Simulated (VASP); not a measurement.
Input of a VASP 6.6.1 run:

Contents of INCAR:

```
ALGO     = Normal         # electronic algorithm
EDIFF    = 1E-6           # SCF threshold, eV
ENCUT    = 520            # plane-wave cutoff, eV
GGA      = RE             # functional
ISIF     = 2              # what is computed and relaxed
ISMEAR   = -1             # smearing method
LASPH    = T              # aspherical terms in the spheres
LCHARG   = F              # write CHGCAR
LREAL    = F              # projectors in reciprocal space
LWAVE    = F              # write WAVECAR
NBANDS   = 16             # bands
NELM     = 80             # most SCF steps
PREC     = Accurate       # precision mode
SIGMA    = 0.05           # smearing width, eV
```

The input KPOINTS:

```
k-points
0
Gamma
  10 10 6
```

File POSCAR:

```
AlN
1.0
    3.1130000000      0.0000000000      0.0000000000
   -1.5565000000      2.6959370820      0.0000000000
    0.0000000000      0.0000000000      4.9810000000
Al N
2 2
Direct
    0.6666666667      0.3333333333      0.5000000000
    0.3333333333      0.6666666667      0.0000000000
    0.6666666667      0.3333333333      0.8800000000
    0.3333333333      0.6666666667      0.3800000000
```

Potentials or basis: VASP PAW PBE potentials, release 64 (Al, N).

Run with:

```bash
$ cat potpaw_PBE.64/Al/POTCAR potpaw_PBE.64/N/POTCAR > POTCAR
$ mpirun -np 1 vasp_std > vasp.out
```

What does it give for the largest force?

0.135 eV/Å.

Predict the band gap on the k mesh.

4.26 eV.

Predict the pressure.

5.9 GPa.

Stress tensor (GPa, compression positive):
```
5.41 0.00 0.00
0.00 5.41 0.00
0.00 0.00 6.96
```

Caveat: the cell stands under pressure; the PAW data sets were made with another functional, which shifts forces and pressure a little. A k mesh can miss the band edges.
